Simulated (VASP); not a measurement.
The system is Cs3Pb2S3.

```
CELL_PARAMETERS angstrom
7.07025 0.00000 0.00000
-3.53513 6.12302 0.00000
0.00000 0.00000 6.58215
ATOMIC_POSITIONS crystal
Cs 0.00000 0.00000 0.00000
Cs 0.33333 0.66667 0.00000
Cs 0.66667 0.33333 0.00000
Pb 0.33333 0.66667 0.50000
Pb 0.66667 0.33333 0.50000
S 0.50000 0.00000 0.50000
S 0.00000 0.50000 0.50000
S 0.50000 0.50000 0.50000
```

The cell was built from a structure type or drawn by symmetry, and may not be a known phase.

- Program: VASP 6.6.1
- Task: relaxation of cell and atoms
- Functional: PBE
- Potentials or basis: VASP PAW PBE potentials, release 64 (Cs_sv, Pb_d, S)
- Cutoff: 600 eV
- k mesh: 3 × 3 × 4
- Occupations: gaussian, width 0.1 eV
- Spin: no spin polarisation

At the start: pressure 33.8 GPa; volume 35.62 Å³/atom.

Where does the relaxation end?

Over 5 steps the energy falls by 2288.4 meV/atom and the volume is 66.62 Å³/atom (+87.0 %); space group P6/mmm (No. 191, to 0.1 Å) before and after.

Step by step:
```tsv
step	energy change (eV)	largest force (eV/Å)	pressure (GPa)	volume (Å³)
1	0.0000	0.0000	33.79	284.95
2	-16.7330	0.0000	-1.77	694.66
3	-18.1498	0.0000	1.09	494.48
4	-18.2661	0.0000	-0.46	551.61
5	-18.3068	0.0000	-0.05	532.97
```

Final structure:
```xyz
8
Lattice="9.4402 0.0000 0.0000 -4.7201 8.1755 0.0000 0.0000 0.0000 6.9057" Properties=species:S:1:pos:R:3 pbc="T T T"
Cs    0.0000    0.0000    0.0000
Cs    0.0000    5.4503    0.0000
Cs    4.7201    2.7252    0.0000
Pb    0.0000    5.4503    3.4528
Pb    4.7201    2.7252    3.4528
S     4.7201    0.0000    3.4528
S    -2.3601    4.0877    3.4528
S     2.3601    4.0877    3.4528
```

Caveat: the volume moved by over 15 % at a fixed basis, so the end points are rough.
